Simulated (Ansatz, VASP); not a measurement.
Li3TaO4 in VASP and in Ansatz

```
Li Ta O
1.0
    -2.04226    2.04226    4.25296
     2.04226   -2.04226    4.25296
     2.04226    2.04226   -4.25296
Li Ta O
3 1 4
Direct
  0.48472 0.48472 0.00000
  0.24871 0.74871 0.50000
  0.74871 0.24871 0.50000
  0.00038 0.00038 0.00000
  0.00019 0.50019 0.50000
  0.77582 0.77582 0.00000
  0.50019 0.00019 0.50000
  0.22730 0.22730 0.00000
```

Change from the starting cell: mode 1 (-167.1 1/cm) frozen in, largest displacement -0.130 Å.

Alike in both runs: task single point; functional PBEsol; k mesh 10 × 10 × 10; occupations gaussian, width 0.05 eV; no spin polarisation.

|  | VASP | Ansatz |
| --- | --- | --- |
| version | VASP 6.6.1 | Ansatz 0.2.0 |
| potentials or method | VASP PAW PBE potentials, release 64 (Li_sv, Ta_pv, O), cutoff 520 eV | scalar-relativistic, plane waves, PAW |
| valence electrons in the cell | 44 | 46 |

VASP gave:

```
gap on the k mesh at the Fermi level (eV) : 1.54
least direct gap on the mesh (eV)         : 1.60
rms of the force components (eV/Å)        : 0.047
```

Which values does Ansatz return?

gap on the k mesh at the Fermi level (eV): 1.59; least direct gap on the mesh (eV): 1.65; rms of the force components (eV/Å): 0.020.

VASP's potentials were made for PBE, not for PBEsol. Atom by atom the forces differ by 0.042 eV/Å (rms over components). VASP's potentials hold 44 valence electrons a cell and Ansatz's 46, so a difference there can come from the potentials and not from the codes.

Neither program's run includes spin-orbit coupling. Noted on VASP's run: the cutoff is short for stress, so the pressure is rough.
